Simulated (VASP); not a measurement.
# Lu in VASP: density of states with PBE

Aim: the density of states of Lu with PBE.

Program: VASP 6.6.1. These are calculated values, not measurements. Logs are shortened: lines on timing, memory, paths and dates and some standing lists are left out, and cuts for length are marked.

### 1 The cell of the first run

The cell holds a slab with vacuum, 1 atom: a = 3.506 Å, b = 3.506 Å, c = 16.000 Å, α = 90.00°, β = 90.00°, γ = 120.00°.

### 2 Density of states, PBE

Input file POSCAR:

```
Lu
1.0
    3.5064735685      0.0000000000      0.0000000000
   -1.7532367843      3.0366951880      0.0000000000
    0.0000000000      0.0000000000     16.0000000000
Lu
1
Direct
    0.0000000000      0.0000000000      0.5000000000
```

Input file INCAR.step1:

```
ALGO = Normal
DIPOL = 0.5 0.5 0.500
EDIFF = 1E-7
ENCUT = 520
GGA = PE
IDIPOL = 3
ISIF = 2
ISMEAR = -1
LASPH = T
LCHARG = T
LDIPOL = T
LREAL = F
LWAVE = F
NBANDS = 18
NELM = 60
PREC = Accurate
SIGMA = 0.08
```

Input file KPOINTS.step1:

```
k-points
0
Gamma
  11 11 1
```

Input file INCAR.step2:

```
ALGO = Normal
DIPOL = 0.5 0.5 0.500
EDIFF = 1E-7
ENCUT = 520
GGA = PE
ICHARG = 11
IDIPOL = 3
ISIF = 2
ISMEAR = -5
LASPH = T
LCHARG = F
LDIPOL = T
LORBIT = 11
LREAL = F
LWAVE = F
NBANDS = 18
NEDOS = 1001
NELM = 60
PREC = Accurate
SIGMA = 0.08
```

Input file KPOINTS.step2:

```
k-points
0
Gamma
  17 17 1
```

Potentials or basis: VASP PAW PBE potentials, release 64 (Lu).

Launch:

```bash
cat potpaw_PBE.64/Lu/POTCAR > POTCAR
cp INCAR.step1 INCAR
cp KPOINTS.step1 KPOINTS
mpirun -np 1 vasp_std > vasp.out
cp INCAR.step2 INCAR
cp KPOINTS.step2 KPOINTS
mpirun -np 1 vasp_std > vasp.out
```

OUTCAR:

```text
EDIFF = 1E-7
   ENCUT = 520
   GGA = PE
   ICHARG = 11
   ISIF = 2
   ISMEAR = -5
   LASPH = T
   LORBIT = 11
   LREAL = F
   NELM = 60
   PREC = Accurate

 ion  position               nearest neighbor table
   1  0.000  0.000  0.500-

  LATTYP: Found a hexagonal cell.
 ALAT       =     3.5064735685
 C/A-ratio  =     4.5629889082

  Lattice vectors:

 A1 = (   3.5064735685,   0.0000000000,   0.0000000000)
 A2 = (  -1.7532367843,   3.0366951880,   0.0000000000)
 A3 = (   0.0000000000,   0.0000000000,  16.0000000000)

Analysis of symmetry for initial positions (statically):
=====================================================================
 Subroutine PRICEL returns:
 Original cell was already a primitive cell.

 Routine SETGRP: Setting up the symmetry group for a
 hexagonal supercell.

 Subroutine GETGRP returns: Found 24 space group operations
 (whereof 24 operations were pure point group operations)
 out of a pool of 24 trial point group operations.

The static configuration has the point symmetry D_6h.

Analysis of symmetry for dynamics (positions and initial velocities):
=====================================================================
 Subroutine PRICEL returns:
 Original cell was already a primitive cell.

 Routine SETGRP: Setting up the symmetry group for a
 hexagonal supercell.

 Subroutine GETGRP returns: Found 24 space group operations
 (whereof 24 operations were pure point group operations)
 out of a pool of 24 trial point group operations.

The dynamic configuration has the point symmetry D_6h.

 Subroutine INISYM returns: Found 24 space group operations
 (whereof 24 operations are pure point group operations),
 and found     1 'primitive' translations

----------------------------------------------------------------------------------------

                                     Primitive cell

  volume of cell :     170.3695

  direct lattice vectors                    reciprocal lattice vectors
     3.506473569  0.000000000  0.000000000     0.285186807  0.164652680  0.000000000
    -1.753236784  3.036695188  0.000000000     0.000000000  0.329305359  0.000000000
     0.000000000  0.000000000 16.000000000     0.000000000  0.000000000  0.062500000

  length of vectors
     3.506473569  3.506473569 16.000000000     0.329305359  0.329305359  0.062500000

  position of ions in fractional coordinates (direct lattice)
     0.000000000  0.000000000  0.500000000

  ion indices of the primitive-cell ions
   primitive index   ion index
                 1           1

----------------------------------------------------------------------------------------

 KPOINTS: k-points

Automatic generation of k-mesh.
 Grid dimensions read from file:
 generate k-points for:   17   17    1

 Generating k-lattice:

  Cartesian coordinates                     Fractional coordinates (reciprocal lattice)
     0.016775695  0.009685452  0.000000000     0.058823529  0.000000000  0.000000000
     0.000000000  0.019370903  0.000000000     0.000000000  0.058823529  0.000000000
     0.000000000  0.000000000  0.062500000     0.000000000  0.000000000  1.000000000

  Length of vectors
     0.019370903  0.019370903  0.062500000

  Shift w.r.t. Gamma in fractional coordinates (k-lattice)
     0.000000000  0.000000000  0.000000000

 TETIRR: Found    153 inequivalent tetrahedra from     1734

 Subroutine IBZKPT returns following result:
 ===========================================

 Found     33 irreducible k-points:

 Following reciprocal coordinates:
            Coordinates               Weight
  0.000000  0.000000  0.000000      1.000000
  0.058824 -0.000000  0.000000      6.000000
  0.117647  0.000000  0.000000      6.000000
  0.176471  0.000000  0.000000      6.000000
  0.235294  0.000000  0.000000      6.000000
  0.294118  0.000000  0.000000      6.000000
[... 16 lines left out ...]
  0.411765  0.117647  0.000000     12.000000
  0.176471  0.176471  0.000000      6.000000
 [... further k-points ...]
   k-points           NKPTS =     33   k-points in BZ     NKDIM =     33   number of bands    NBANDS=     18
   number of dos      NEDOS =   1001   number of ions     NIONS =      1
   total plane-waves  NPLWV =  94080
   dimension x,y,z NGX =    28 NGY =   28 NGZ =  120
   dimension x,y,z NGXF=    56 NGYF=   56 NGZF=  240
   ions per type =               1
   NGX,Y,Z   is equivalent  to a cutoff of  13.28, 13.28, 12.47 a.u.
   NGXF,Y,Z  is equivalent  to a cutoff of  26.55, 26.55, 24.94 a.u.
 SYSTEM =  unknown system
   PREC   = accura    normal or accurate (medium, high low for compatibility)
   ISTART =      0    job   : 0-new  1-cont  2-samecut
   ICHARG =     11    charge: 1-file 2-atom 10-const
   ISPIN  =      1    spin polarized calculation?
   LNONCOLLINEAR =      F non collinear calculations
   LSORBIT =      F    spin-orbit coupling
   LASPH  =      T    aspherical Exc in radial PAW
   ENCUT  =  520.0 eV  38.22 Ry    6.18 a.u.   6.52  6.52 29.75*2*pi/ulx,y,z
   NELM   =     60;   NELMIN=  2; NELMDL=  0     # of ELM steps
   EDIFF  = 0.1E-06   stopping-criterion for ELM
   LREAL  =      F    real-space projection
   EDIFFG = 0.1E-05   stopping-criterion for IOM
   NSW    =      0    number of steps for IOM
   IBRION =     -1    ionic relax: 0-MD 1-quasi-New 2-CG
   NFREE  =      0    steps in history (QN), initial steepest desc. (CG)
   ISIF   =      2    stress and relaxation
   ISYM   =      2    0-nonsym 1-usesym 2-fastsym
   POTIM  = 0.5000    time-step for ionic-motion
   TEBEG  =    0.0;   TEEND  =   0.0 temperature during run
   PSTRESS=    0.0 pullay stress
   NELECT =      25.0000    total number of electrons
   NUPDOWN=      -1.0000    fix difference up-down
   EMIN   =  10.00;   EMAX   =-10.00  energy-range for DOS
   EFERMI =   0.00;   METHOD = LEGACY
   ISMEAR =    -5;   SIGMA  =   0.08  broadening in eV -4-tet -1-fermi 0-gaus
   EFERMI_NEDOS =   21; number of points for ismear=-14 and -15
   IALGO  =     38    algorithm
   IMIX   =      4    mixing-type and parameters
     AMIX     =   0.40;   BMIX     =  1.00
     AMIX_MAG =   1.60;   BMIX_MAG =  1.00
  volume/ion in A,a.u.               =     170.37      1149.71
  Fermi-wavevector in a.u.,A,eV,Ry     =   0.863491  1.631761 10.144720  0.745616
  Thomas-Fermi vector in A             =   1.981448
   LORBIT       =     11    0 simple, 1 ext, 2 COOP (PROOUT), +10 PAW based schemes
   GGA     = PE    functional components
   LHFCALC =     F    Hartree Fock is set to
   AEXX    =    0.0000 exact exchange contribution
   IVDW    =     0    specifies the selected vdW correction
   LEPSILON=     F    determine dielectric tensor
   LRPA    =     F    only Hartree local field effects (RPA)
 non-spin polarized calculation
 Fermi weights with tetrahedron method with Bloechl corrections
  energy-cutoff  :      520.00
  volume of cell :      170.37
 maximum number of plane-waves:      4643
 NGX is ok and might be reduce to    28

 number of electron      25.0000003 magnetization

 dipolmoment           0.000000      0.000000     -0.000000 electrons x Angstroem

 Free energy of the ion-electron system (eV)
  ---------------------------------------------------
  ext. energy  EPLUGINS =         0.00000000
  ---------------------------------------------------
  free energy    TOTEN  =        -2.75948224 eV

  energy without entropy =       -2.75948224  energy(sigma->0) =       -2.75948224

 E-fermi :  -2.3632     XC(G=0):  -3.0717

 val. band max:       -2.3656167549   @ k =   0.1765   0.0000   0.0000
 cond. band min:      -2.3602302486   @ k =   0.1765   0.0588   0.0000
 fundamental gap:      0.0053865062
 Fermi energy:        -2.3632329248

 k-point     1 :       0.0000    0.0000    0.0000
  band No.  band energies     occupation
      1     -59.7823      2.00000
      2     -30.5834      2.00000
      3     -30.1645      2.00000
      4     -30.1645      2.00000
      5      -8.4752      2.00000
      6      -8.4276      2.00000
[... 10 lines left out ...]
     17       0.9159      0.00000
     18       1.4202      0.00000

 k-point     2 :       0.0588   -0.0000    0.0000
  band No.  band energies     occupation
      1     -59.7818      2.00000
      2     -30.5820      2.00000
      3     -30.1752      2.00000
      4     -30.1671      2.00000
      5      -8.4744      2.00000
      6      -8.4295      2.00000
[... 10 lines left out ...]
     17       0.9680      0.00000
     18       1.2329      0.00000

 k-point     3 :       0.1176    0.0000    0.0000
  band No.  band energies     occupation
      1     -59.7804      2.00000
      2     -30.5781      2.00000
      3     -30.2057      2.00000
      4     -30.1743      2.00000
      5      -8.4719      2.00000
      6      -8.4343      2.00000
[... 10 lines left out ...]
     17       1.0602      0.00000
     18       1.1234      0.00000

 k-point     4 :       0.1765    0.0000    0.0000
  band No.  band energies     occupation
      1     -59.7782      2.00000
      2     -30.5722      2.00000
      3     -30.2516      2.00000
      4     -30.1852      2.00000
      5      -8.4683      2.00000
      6      -8.4405      2.00000
[... 10 lines left out ...]
     17       0.9612      0.00000
     18       1.3725      0.00000

 k-point     5 :       0.2353    0.0000    0.0000
  band No.  band energies     occupation
      1     -59.7755      2.00000
      2     -30.5650      2.00000
      3     -30.3062      2.00000
      4     -30.1983      2.00000
      5      -8.4642      2.00000
      6      -8.4468      2.00000
[... 10 lines left out ...]
     17       0.9645      0.00000
     18       1.0995      0.00000

 k-point     6 :       0.2941    0.0000    0.0000
  band No.  band energies     occupation
      1     -59.7727      2.00000
      2     -30.5576      2.00000
      3     -30.3622      2.00000
      4     -30.2119      2.00000
      5      -8.4603      2.00000
      6      -8.4526      2.00000
[... 10 lines left out ...]
     17       1.0791      0.00000
     18       1.2556      0.00000

 k-point     7 :       0.3529    0.0000    0.0000
  band No.  band energies     occupation
      1     -59.7702      2.00000
      2     -30.5509      2.00000
      3     -30.4120      2.00000
      4     -30.2240      2.00000
      5      -8.4573      2.00000
      6      -8.4572      2.00000
[... 10 lines left out ...]
     17       1.2827      0.00000
     18       1.9224      0.00000

 k-point     8 :       0.4118    0.0000    0.0000
  band No.  band energies     occupation
      1     -59.7684      2.00000
      2     -30.5459      2.00000
      3     -30.4491      2.00000
      4     -30.2331      2.00000
      5      -8.4607      2.00000
      6      -8.4553      2.00000
[... 10 lines left out ...]
     17       1.5161      0.00000
     18       2.5707      0.00000
[... 229 lines left out ...]
     17       0.9167      0.00000
     18       1.1123      0.00000

 k-point    20 :       0.2353    0.1176    0.0000
  band No.  band energies     occupation
      1     -59.7719      2.00000
      2     -30.5554      2.00000
      3     -30.3663      2.00000
      4     -30.2294      2.00000
      5      -8.4583      2.00000
      6      -8.4530      2.00000
[... 10 lines left out ...]
     17       1.3279      0.00000
     18       1.5205      0.00000

 k-point    21 :       0.2941    0.1176    0.0000
  band No.  band energies     occupation
      1     -59.7696      2.00000
      2     -30.5491      2.00000
      3     -30.4083      2.00000
      4     -30.2451      2.00000
      5      -8.4568      2.00000
      6      -8.4550      2.00000
[... 10 lines left out ...]
     17       1.6315      0.00000
     18       2.1333      0.00000

 k-point    22 :       0.3529    0.1176    0.0000
  band No.  band energies     occupation
      1     -59.7678      2.00000
      2     -30.5444      2.00000
      3     -30.4397      2.00000
      4     -30.2570      2.00000
      5      -8.4595      2.00000
      6      -8.4528      2.00000
[... 10 lines left out ...]
     17       1.9659      0.00000
     18       2.6584      0.00000

 k-point    23 :       0.4118    0.1176    0.0000
  band No.  band energies     occupation
      1     -59.7669      2.00000
      2     -30.5419      2.00000
      3     -30.4564      2.00000
      4     -30.2634      2.00000
      5      -8.4609      2.00000
      6      -8.4518      2.00000
[... 10 lines left out ...]
     17       2.2116      0.00000
     18       3.0407      0.00000

 k-point    24 :       0.1765    0.1765    0.0000
  band No.  band energies     occupation
      1     -59.7721      2.00000
      2     -30.5560      2.00000
      3     -30.3568      2.00000
      4     -30.2333      2.00000
      5      -8.4583      2.00000
      6      -8.4521      2.00000
[... 10 lines left out ...]
     17       1.3330      0.00000
     18       1.4853      0.00000

 [... further k-points ...]

------------------------ aborting loop because EDIFF is reached ----------------------------------------

 vacuum level on the upper side and lower side of the slab       (xc-potential included)        -0.089        -0.089

  FORCE on cell =-STRESS in cart. coord.  units (eV):
  Direction    XX          YY          ZZ          XY          YZ          ZX
  --------------------------------------------------------------------------------------
  -------------------------------------------------------------------------------------
  Total       -1.4368222     -1.4368222     -2.5182233      0.0000000     -0.0000000      0.0000000
  in kB      -13.5120694    -13.5120694    -23.6817105      0.0000000     -0.0000000      0.0000000
  external PRESSURE =     -16.9019498 kB  Pullay stress =       0.0000000 kB

 VOLUME and BASIS-vectors are now :
 -----------------------------------------------------------------------------
  energy-cutoff  :      520.00
  volume of cell :      170.37
      direct lattice vectors                 reciprocal lattice vectors
     3.506473569  0.000000000  0.000000000     0.285186807  0.164652680  0.000000000
    -1.753236784  3.036695188  0.000000000     0.000000000  0.329305359  0.000000000
     0.000000000  0.000000000 16.000000000     0.000000000  0.000000000  0.062500000

 POSITION                                       TOTAL-FORCE (eV/Angst)
 -----------------------------------------------------------------------------------
      0.00000      0.00000      8.00000        -0.000000      0.000000      0.000000
 -----------------------------------------------------------------------------------
    total drift:                               -0.000000      0.000000     -0.000000

  FREE ENERGIE OF THE ION-ELECTRON SYSTEM (eV)
  ---------------------------------------------------
  free  energy   TOTEN  =        -2.7594822449 eV

  energy  without entropy=       -2.7594822449  energy(sigma->0) =       -2.75948224

 vacuum level on the upper side and lower side of the slab         1.214         1.214

 total charge

# of ion       s       p       d       f       tot
--------------------------------------------------
    1        2.391   6.010   0.599  13.959  22.959
```

It took 4.8 min on 1 thread of Intel Xeon 8259CL, shared host; peak memory 0.33 GiB.

Results:

```yaml
Valence_electrons_inside_the_program's_atomic_spheres: Lu 22.96
```

Caveat: spin-orbit coupling is left out, which moves the levels of the heavy elements; tetrahedron occupations give inexact forces and stress in metals.
